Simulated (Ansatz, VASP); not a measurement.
# One calculation of BP, two programs

The input INCAR:

```
SYSTEM = BP
  ALGO = Normal
  EDIFF = 1E-7
  ENCUT = 520
  GGA = PE
  ISIF = 2
  ISMEAR = -1
  LASPH = .True.
  LCHARG = .True.
  LELF = .True.
  LREAL = .False.
  LVHAR = .True.
  LWAVE = .False.
  NBANDS = 11
  NELM = 80
  PREC = Accurate
  SIGMA = 0.08
```

Contents of KPOINTS:

```
k-points
0
Gamma
  4 4 4
  0 0 0
```

File POSCAR:

```
BP
1.0
    0.0000000000      2.2690000000      2.2690000000
    2.2690000000      0.0000000000      2.2690000000
    2.2690000000      2.2690000000      0.0000000000
B P
1 1
Direct
    0.0000000000      0.0000000000      0.0000000000
    0.7500000000      0.7500000000      0.7500000000
```

Input for Ansatz:

```yaml
crystal:
  lattice:
    - [0.0, 2.269, 2.269]
    - [2.269, 0.0, 2.269]
    - [2.269, 2.269, 0.0]
  atoms:
    - { symbol: B, position: [0.0, 0.0, 0.0] }
    - { symbol: P, position: [0.75, 0.75, 0.75] }
kpoints:
  mp_grid: { grid: [4, 4, 4] }
scf:
  occupations: { method: fermi_dirac, width: 0.08 }
hamiltonian:
  xc: pbe
  pseudopotentials: { kind: all_electron, lapw: { basis_error: 0.0005 } }
output:
  forces: true
  stress: true
  eigenvalues: true
```

Alike in both runs: task single point; functional PBE; k mesh 4 × 4 × 4; occupations fermi-dirac, width 0.08 eV; no spin polarisation.

|  | VASP | Ansatz |
| --- | --- | --- |
| version | VASP 6.6.1 | Ansatz 0.2.0 |
| potentials or method | VASP PAW PBE potentials, release 64 (B, P), cutoff 520 eV | all-electron LAPW, scalar-relativistic |

Ansatz gave:

| Item | Value |
| --- | --- |
| pressure (GPa) | 2.2 |

Estimate VASP's values.

pressure (GPa): 2.0.

Ansatz ran all-electron here, and VASP with PAW potentials.

The k mesh is coarse, so the values compare programs but aren't converged.
